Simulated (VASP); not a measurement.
Runs of VASP 6.6.1 on CaSe. The structure is that of space group I4/mmm (No. 139), or close to it. The cells are those of the table. 

```tsv
cell	gap on the mesh (eV)	pressure (GPa)
a = 4.345, b = 4.345, c = 3.934 Å, angles 63.1, 63.1, 53.8°, 2 atoms	1.90	2.8
a = 4.257, b = 4.257, c = 4.050 Å, angles 61.6, 61.6, 56.8°, 2 atoms	1.91	0.1
a = 4.130, b = 4.130, c = 4.298 Å, angles 58.6, 58.6, 62.7°, 2 atoms	1.85	0.0
a = 4.655, b = 4.655, c = 3.652 Å, angles 66.9, 66.9, 46.2°, 2 atoms	(c)	(b)
a = 4.064, b = 4.064, c = 4.693 Å, angles 54.7, 54.7, 70.5°, 2 atoms	0.65	19.1
a = 4.561, b = 4.561, c = 3.725 Å, angles 65.9, 65.9, 48.2°, 2 atoms	(a)	11.5
a = 4.096, b = 4.096, c = 4.413 Å, angles 57.4, 57.4, 65.2°, 2 atoms	1.72	2.8
a = 4.154, b = 4.154, c = 4.238 Å, angles 59.3, 59.3, 61.3°, 2 atoms	1.89	-0.7
```

Alike in all rows: task single point; level PBEsol; potentials or basis VASP PAW PBE potentials, release 64 (Ca_sv, Se); no spin polarisation; k mesh 10 × 10 × 10; cutoff (eV) 520; smearing gaussian 0.05 eV.

Fill in the values left out.

(a) 1.50; (b) 15.8; (c) 1.20.

Caveats: the PAW data sets were made with another functional, which shifts forces and pressure a little; the cell stands under pressure (at least some runs).

A k mesh can miss the band edges, and the runs leave out spin-orbit coupling on Se.
